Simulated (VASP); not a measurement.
A run of VASP 6.6.1 is set up as follows.

Contents of INCAR:

```
SYSTEM = SiHC
ALGO = Normal
EDIFF = 1E-6
EDIFFG = -0.04
ENCUT = 600
GGA = PE
IBRION = 2
ISIF = 3
ISMEAR = 0
LASPH = .True.
LCHARG = .False.
LREAL = .False.
LWAVE = .False.
NELM = 80
NSW = 90
PREC = Accurate
SIGMA = 0.1
```

Contents of KPOINTS:

```
k-points
0
Gamma
  6 6 6
  0 0 0
```

File POSCAR:

```
SiHC
1.0
    3.4028226600      0.0000000000      0.0000000000
   -1.7014113300      2.9469308700      0.0000000000
    0.0000000000      0.0000000000      3.3786753400
Si H C
1 1 1
Direct
    0.6666666700      0.3333333300      0.5000000000
    0.3333333300      0.6666666700      0.0000000000
    0.0000000000      0.0000000000      0.0000000000
```

Potentials or basis: VASP PAW PBE potentials, release 64 (Si, H, C).

Command:

```console
$ cat potpaw_PBE.64/Si/POTCAR potpaw_PBE.64/H/POTCAR potpaw_PBE.64/C/POTCAR > POTCAR
$ mpirun -np 1 vasp_std > vasp.out
```

**Question.** Predict the relaxed volume.

**Answer.** 6.96 Å³/atom.

**Question.** Predict the space group after relaxing (to 0.05 Å).

**Answer.** P-6m2 (No. 187).

**Question.** Estimate the relaxed cell.

**Answer.** a = 2.926 Å, b = 2.926 Å, c = 2.816 Å, α = 90.00°, β = 90.00°, γ = 120.00°.

The path:
```
step  energy change (eV)  largest force (eV/Å)  pressure (GPa)  volume (Å³)
   1              0.0000                0.0000          -27.06        33.88
   2             -1.3377                0.0000          -19.40        25.36
   3             -1.6214                0.0000           -6.22        21.97
   4             -1.6410                0.0000            1.37        20.75
   5             -1.6419                0.0000           -0.21        20.97
   6             -1.6495                0.0000           -0.90        20.95
   7             -1.6711                0.0000           -0.58        20.89
```

Caveat: the volume moved by over 15 % at a fixed basis, so the end points are rough.
